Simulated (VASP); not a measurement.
Crystal: MgO.

```
Mg O
1.0
     0.03741    2.09753    2.09753
     2.09753    0.03741    2.09753
     2.09753    2.09753    0.03741
Mg O
1 1
Direct
  0.00000 0.00000 0.00000
  0.50000 0.50000 0.50000
```

This cell differs from its parent crystal: epitaxial 111 strain -2.0%.

Base run:

| Property | Result |
| --- | --- |
| Program | VASP 6.6.1 |
| Functional | r2SCAN |
| Potentials or basis | VASP PAW PBE potentials, release 64 (Mg, O) |
| Cutoff | 520 eV |
| k mesh | 10 × 10 × 10 |
| Occupations | gaussian, width 0.01 eV |
| Spin | no spin polarisation |

Its results: band gap on the k mesh 5.92 eV, direct; pressure 4.9 GPa.

**Question.** The run is repeated on the same cell with these changes: functional from r2SCAN to PBE; k mesh from 10 × 10 × 10 to 6 × 6 × 6. What comes out?

**Answer.** Band gap on the k mesh 5.03 eV, direct; pressure 11.1 GPa.

Several settings changed at once, so the effect can't be laid on one alone.

Caveats: some runs use coarse meshes; the PAW data sets were made with another functional, which shifts forces and pressure a little (some runs).

